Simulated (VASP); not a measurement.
Tl (a cell with a defect), 13 atoms in the cell. The cell holds a defect, 13 atoms: a = 6.920 Å, b = 10.380 Å, c = 5.533 Å, α = 90.00°, β = 90.00°, γ = 120.00°. 

| Quantity | Value |
| --- | --- |
| Program | VASP 6.6.1 |
| Task | single point |
| Functional | LDA |
| Potentials or basis | VASP PAW LDA potentials, release 64 (Tl_d) |
| Cutoff | 520 eV |
| k mesh | 3 × 2 × 3 |
| Occupations | fermi-dirac, width 0.15 eV |
| Spin | no spin polarisation |
| Dipole correction | no |
| Further INCAR settings | ALGO = Normal; EDIFF = 1e-07; NBANDS = 96 |

Potentials or basis: VASP PAW LDA potentials, release 64 (Tl_d).

Command:

```console
$ cat potpaw_LDA.64/Tl_d/POTCAR > POTCAR
$ mpirun -np 1 vasp_std > vasp.out
```

Hardware: 1 thread of Intel(R) Xeon(R) Platinum 8375C CPU @ 2.90GHz (Ice Lake) (shared host).

Q: Estimate the wall time of this run.

A: Run time: 4.9 min on 1 thread of Intel(R) Xeon(R) Platinum 8375C CPU @ 2.90GHz (Ice Lake) (shared host), peak memory 0.45 GiB. Counts: scf iterations 12, k points 10.
